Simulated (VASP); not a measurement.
# Ca (Cmce) in VASP: single point with PBEsol

Aim: the single point of Ca with PBEsol.

All numbers are computed with VASP 6.6.1; they aren't measurements. Logs are shortened: lines on timing, memory, paths and dates and some standing lists are left out, and cuts for length are marked.

**1. The cell of the first run**

Symmetry: Cmce, No. 64, orthorhombic system. Conventional cell: a = 6.830 Å, b = 7.723 Å, c = 7.710 Å, α = 90.00°, β = 90.00°, γ = 90.00°. Within 4.7 Å of Ca (site symmetry m) lie 9 Ca at 3.55 to 4.68 Å.

**2. Single point, PBEsol (strained and its atoms moved)**

Contents of INCAR:

```
  PREC = Accurate
  ENCUT = 520
  EDIFF = 1E-6
  ISMEAR = 0
  SIGMA = 0.1
  LREAL = F
  LASPH = T
  NELM = 100
  ALGO = Normal
  ISIF = 2
  LWAVE = F
  LCHARG = F
  GGA = PS
  NBANDS = 28
```

Contents of KPOINTS:

```
Automatic mesh
0
Gamma
  8 8 6
```

Contents of POSCAR:

```
Ca
1.0
    3.4148997361     -3.8612958312      0.0000000000
    3.4148997361      3.8612958312      0.0000000000
    0.0000000000      0.0000000000      7.7098914326
Ca
4
Direct
    0.1636963095      0.8363036905      0.1881899309
    0.8363036905      0.1636963095      0.8118100691
    0.3363036905      0.6636963095      0.6881899309
    0.6636963095      0.3363036905      0.3118100691
```

Potentials or basis: VASP PAW PBE potentials, release 64 (Ca_sv).

On the command line:

```sh
cat potpaw_PBE.64/Ca_sv/POTCAR > POTCAR
mpirun -np 1 vasp_std > vasp.out
```

OUTCAR:

```text
PREC = Accurate
   ENCUT = 520
   EDIFF = 1E-6
   ISMEAR = 0
   LREAL = F
   LASPH = T
   NELM = 100
   ISIF = 2
   GGA = PS

 ion  position               nearest neighbor table
   1  0.164  0.836  0.188-
   2  0.836  0.164  0.812-
   3  0.336  0.664  0.688-
   4  0.664  0.336  0.312-

  LATTYP: Found a base centered orthorhombic cell.
 ALAT       =     6.8297994722
 B/A-ratio  =     1.1307201176
 C/A-ratio  =     1.1288605857

  Lattice vectors:

 A1 = (   3.4148997361,  -3.8612958312,   0.0000000000)
 A2 = (   3.4148997361,   3.8612958312,   0.0000000000)
 A3 = (   0.0000000000,   0.0000000000,   7.7098914326)

Analysis of symmetry for initial positions (statically):
=====================================================================
 Subroutine PRICEL returns:
 Original cell was already a primitive cell.

 Routine SETGRP: Setting up the symmetry group for a
 base centered orthorhombic supercell.

 Subroutine GETGRP returns: Found  8 space group operations
 (whereof  4 operations were pure point group operations)
 out of a pool of  8 trial point group operations.

The static configuration has the point symmetry C_2h.
 The point group associated with its full space group is D_2h.

Analysis of symmetry for dynamics (positions and initial velocities):
=====================================================================
 Subroutine PRICEL returns:
 Original cell was already a primitive cell.

 Routine SETGRP: Setting up the symmetry group for a
 base centered orthorhombic supercell.

 Subroutine GETGRP returns: Found  8 space group operations
 (whereof  4 operations were pure point group operations)
 out of a pool of  8 trial point group operations.

The dynamic configuration has the point symmetry C_2h.
 The point group associated with its full space group is D_2h.

 Subroutine INISYM returns: Found  8 space group operations
 (whereof  4 operations are pure point group operations),
 and found     1 'primitive' translations

----------------------------------------------------------------------------------------

                                     Primitive cell

  volume of cell :     203.3243

  direct lattice vectors                    reciprocal lattice vectors
     3.414899736 -3.861295831  0.000000000     0.146417183 -0.129490208  0.000000000
     3.414899736  3.861295831  0.000000000     0.146417183  0.129490208  0.000000000
     0.000000000  0.000000000  7.709891433     0.000000000  0.000000000  0.129703513

  length of vectors
     5.154720720  5.154720720  7.709891433     0.195462798  0.195462798  0.129703513

  position of ions in fractional coordinates (direct lattice)
     0.163696309  0.836303691  0.188189931
     0.836303691  0.163696309  0.811810069
     0.336303691  0.663696309  0.688189931
     0.663696309  0.336303691  0.311810069

  ion indices of the primitive-cell ions
   primitive index   ion index
                 1           1
                 2           2
                 3           3
                 4           4

----------------------------------------------------------------------------------------

 KPOINTS: Automatic mesh

Automatic generation of k-mesh.
 Grid dimensions read from file:
 generate k-points for:    8    8    6

 Generating k-lattice:

  Cartesian coordinates                     Fractional coordinates (reciprocal lattice)
     0.018302148 -0.016186276  0.000000000     0.125000000  0.000000000  0.000000000
     0.018302148  0.016186276  0.000000000     0.000000000  0.125000000  0.000000000
     0.000000000  0.000000000  0.021617252     0.000000000  0.000000000  0.166666667

  Length of vectors
     0.024432850  0.024432850  0.021617252

  Shift w.r.t. Gamma in fractional coordinates (k-lattice)
     0.000000000  0.000000000  0.000000000

 Subroutine IBZKPT returns following result:
 ===========================================

 Found     84 irreducible k-points:

 Following reciprocal coordinates:
            Coordinates               Weight
  0.000000  0.000000  0.000000      1.000000
  0.125000  0.000000  0.000000      4.000000
  0.250000  0.000000  0.000000      4.000000
  0.375000 -0.000000  0.000000      4.000000
  0.500000  0.000000  0.000000      2.000000
  0.125000  0.125000  0.000000      2.000000
[... 16 lines left out ...]
  0.125000  0.000000  0.166667      8.000000
  0.250000  0.000000  0.166667      8.000000
 [... further k-points ...]
   k-points           NKPTS =     84   k-points in BZ     NKDIM =     84   number of bands    NBANDS=     28
   number of dos      NEDOS =    301   number of ions     NIONS =      4
   total plane-waves  NPLWV =  96000
   dimension x,y,z NGX =    40 NGY =   40 NGZ =   60
   dimension x,y,z NGXF=    80 NGYF=   80 NGZF=  120
   ions per type =               4
   NGX,Y,Z   is equivalent  to a cutoff of  12.90, 12.90, 12.94 a.u.
   NGXF,Y,Z  is equivalent  to a cutoff of  25.80, 25.80, 25.88 a.u.
 SYSTEM =  unknown system
   PREC   = accura    normal or accurate (medium, high low for compatibility)
   ISTART =      0    job   : 0-new  1-cont  2-samecut
   ICHARG =      2    charge: 1-file 2-atom 10-const
   ISPIN  =      1    spin polarized calculation?
   LNONCOLLINEAR =      F non collinear calculations
   LSORBIT =      F    spin-orbit coupling
   LASPH  =      T    aspherical Exc in radial PAW
   ENCUT  =  520.0 eV  38.22 Ry    6.18 a.u.   9.58  9.58 14.34*2*pi/ulx,y,z
   NELM   =    100;   NELMIN=  2; NELMDL= -5     # of ELM steps
   EDIFF  = 0.1E-05   stopping-criterion for ELM
   LREAL  =      F    real-space projection
   EDIFFG = 0.1E-04   stopping-criterion for IOM
   NSW    =      0    number of steps for IOM
   IBRION =     -1    ionic relax: 0-MD 1-quasi-New 2-CG
   NFREE  =      0    steps in history (QN), initial steepest desc. (CG)
   ISIF   =      2    stress and relaxation
   ISYM   =      2    0-nonsym 1-usesym 2-fastsym
   POTIM  = 0.5000    time-step for ionic-motion
   TEBEG  =    0.0;   TEEND  =   0.0 temperature during run
   PSTRESS=    0.0 pullay stress
   NELECT =      40.0000    total number of electrons
   NUPDOWN=      -1.0000    fix difference up-down
   EMIN   =  10.00;   EMAX   =-10.00  energy-range for DOS
   EFERMI =   0.00;   METHOD = LEGACY
   ISMEAR =     0;   SIGMA  =   0.10  broadening in eV -4-tet -1-fermi 0-gaus
   EFERMI_NEDOS =   21; number of points for ismear=-14 and -15
   IALGO  =     38    algorithm
   IMIX   =      4    mixing-type and parameters
     AMIX     =   0.40;   BMIX     =  1.00
     AMIX_MAG =   1.60;   BMIX_MAG =  1.00
  volume/ion in A,a.u.               =      50.83       343.03
  Fermi-wavevector in a.u.,A,eV,Ry     =   0.952135  1.799274 12.334505  0.906561
  Thomas-Fermi vector in A             =   2.080669
   LORBIT       =      0    0 simple, 1 ext, 2 COOP (PROOUT), +10 PAW based schemes
   GGA     = PS    functional components
   LHFCALC =     F    Hartree Fock is set to
   AEXX    =    0.0000 exact exchange contribution
   IVDW    =     0    specifies the selected vdW correction
   LEPSILON=     F    determine dielectric tensor
   LRPA    =     F    only Hartree local field effects (RPA)
 non-spin polarized calculation
 Gauss-broadening in eV      SIGMA  =   0.10
  energy-cutoff  :      520.00
  volume of cell :      203.32
 maximum number of plane-waves:      5515
 NGX is ok and might be reduce to    40
   NGX = 19   NGY = 19   NGZ = 29

 number of electron      40.0000002 magnetization

 Free energy of the ion-electron system (eV)
  ---------------------------------------------------
  ext. energy  EPLUGINS =         0.00000000
  ---------------------------------------------------
  free energy    TOTEN  =        -7.13260281 eV

  energy without entropy =       -7.10379902  energy(sigma->0) =       -7.11820092

 E-fermi :   1.1651     XC(G=0):  -7.2219

 val. band max:        1.1577299293   @ k =   0.1250   0.0000   0.3333
 cond. band min:       1.1717369325   @ k =  -0.2500   0.2500   0.1667
 fundamental gap:      0.0140070032
 Fermi energy:         1.1650662679

 k-point     1 :       0.0000    0.0000    0.0000
  band No.  band energies     occupation
      1     -41.1559      2.00000
      2     -41.1504      2.00000
      3     -41.1340      2.00000
      4     -41.1334      2.00000
      5     -22.2913      2.00000
      6     -22.2868      2.00000
[... 20 lines left out ...]
     27       3.0272      0.00000
     28       3.0670      0.00000

 k-point     2 :       0.1250    0.0000    0.0000
  band No.  band energies     occupation
      1     -41.1551      2.00000
      2     -41.1497      2.00000
      3     -41.1350      2.00000
      4     -41.1339      2.00000
      5     -22.2862      2.00000
      6     -22.2827      2.00000
[... 20 lines left out ...]
     27       2.9552      0.00000
     28       3.0842      0.00000

 k-point     3 :       0.2500    0.0000    0.0000
  band No.  band energies     occupation
      1     -41.1528      2.00000
      2     -41.1478      2.00000
      3     -41.1375      2.00000
      4     -41.1356      2.00000
      5     -22.2735      2.00000
      6     -22.2696      2.00000
[... 20 lines left out ...]
     27       2.9210      0.00000
     28       2.9246      0.00000

 k-point     4 :       0.3750   -0.0000    0.0000
  band No.  band energies     occupation
      1     -41.1493      2.00000
      2     -41.1449      2.00000
      3     -41.1411      2.00000
      4     -41.1383      2.00000
      5     -22.2587      2.00000
      6     -22.2473      2.00000
[... 578 lines left out ...]
     27       2.8164      0.00000
     28       3.0828      0.00000

 k-point    23 :       0.1250    0.0000    0.1667
  band No.  band energies     occupation
      1     -41.1547      2.00000
      2     -41.1501      2.00000
      3     -41.1349      2.00000
      4     -41.1339      2.00000
      5     -22.2859      2.00000
      6     -22.2829      2.00000
[... 20 lines left out ...]
     27       2.8537      0.00000
     28       3.0627      0.00000

 k-point    24 :       0.2500    0.0000    0.1667
  band No.  band energies     occupation
      1     -41.1525      2.00000
      2     -41.1482      2.00000
      3     -41.1373      2.00000
      4     -41.1357      2.00000
      5     -22.2730      2.00000
      6     -22.2696      2.00000
[... 20 lines left out ...]
     27       2.9156      0.00000
     28       3.0108      0.00000

 [... further k-points ...]
[... 5 lines left out ...]
  --------------------------------------------------------------------------------------
  -------------------------------------------------------------------------------------
  Total        0.4043264     -3.7324938     -3.3603470      0.0000000     -0.0000000      0.0000000
  in kB        3.1860558    -29.4117178    -26.4792343      0.0000000     -0.0000000      0.0000000
  external PRESSURE =     -17.5682988 kB  Pullay stress =       0.0000000 kB

 VOLUME and BASIS-vectors are now :
 -----------------------------------------------------------------------------
  energy-cutoff  :      520.00
  volume of cell :      203.32
      direct lattice vectors                 reciprocal lattice vectors
     3.414899736 -3.861295831  0.000000000     0.146417183 -0.129490208  0.000000000
     3.414899736  3.861295831  0.000000000     0.146417183  0.129490208  0.000000000
     0.000000000  0.000000000  7.709891433     0.000000000  0.000000000  0.129703513

 POSITION                                       TOTAL-FORCE (eV/Angst)
 -----------------------------------------------------------------------------------
      3.41490      2.59714      1.45092         0.000000     -0.090519     -0.241300
      3.41490     -2.59714      6.25897         0.000000      0.090519      0.241300
      3.41490      1.26416      5.30587         0.000000      0.090519     -0.241300
      3.41490     -1.26416      2.40402         0.000000     -0.090519      0.241300
 -----------------------------------------------------------------------------------
    total drift:                                0.000000     -0.000000     -0.000000

  FREE ENERGIE OF THE ION-ELECTRON SYSTEM (eV)
  ---------------------------------------------------
  free  energy   TOTEN  =        -7.1326028125 eV

  energy  without entropy=       -7.1037990250  energy(sigma->0) =       -7.11820092
```

It took 4.1 min on 1 thread of Intel Xeon 6975P-C (Granite Rapids), shared host; peak memory 0.51 GiB.

What came out:

* Free energy: -7.1326 eV
* Pressure: -1.8 GPa
* Largest force: 0.258 eV/Å
* Band gap on the k mesh: zero (band 20 reaches 1.40 eV, above the bottom of band 21 at 0.77 eV)

Forces in eV/Å, atoms in the order of the input:
```
Ca   0.000 -0.091 -0.241
Ca   0.000  0.091  0.241
Ca   0.000  0.091 -0.241
Ca   0.000 -0.091  0.241
```

Levels at points of the mesh, in eV from the Fermi level:
```
           k point  band 16  band 17  band 18  band 19  band 20  band 21  band 22  band 23  band 24  band 25
(0.00, 0.00, 0.00)   -23.29    -3.64    -1.43    -0.81     0.05     0.41     0.91     1.04     1.21     1.22
(0.50, 0.00, 0.00)   -23.32    -2.11    -2.11    -0.32    -0.32     0.13     0.13     1.06     1.06     1.26
(0.50, 0.50, 0.00)   -23.28    -1.36    -0.92    -0.85    -0.21     0.15     0.23     0.41     0.55     0.78
(0.00, 0.00, 0.50)   -23.29    -2.96    -2.96     0.13     0.13     0.60     0.60     1.15     1.15     1.38
(0.50, 0.00, 0.50)   -23.32    -1.64    -1.64    -1.39    -1.39     0.63     0.63     1.08     1.08     1.21
(0.50, 0.50, 0.50)   -23.29    -0.92    -0.92    -0.38    -0.38    -0.12    -0.12    -0.09    -0.09     1.31
```

Caveat: the cell differs from its parent crystal (strained and its atoms moved); the PAW data sets were made with another functional, which shifts forces and pressure a little.
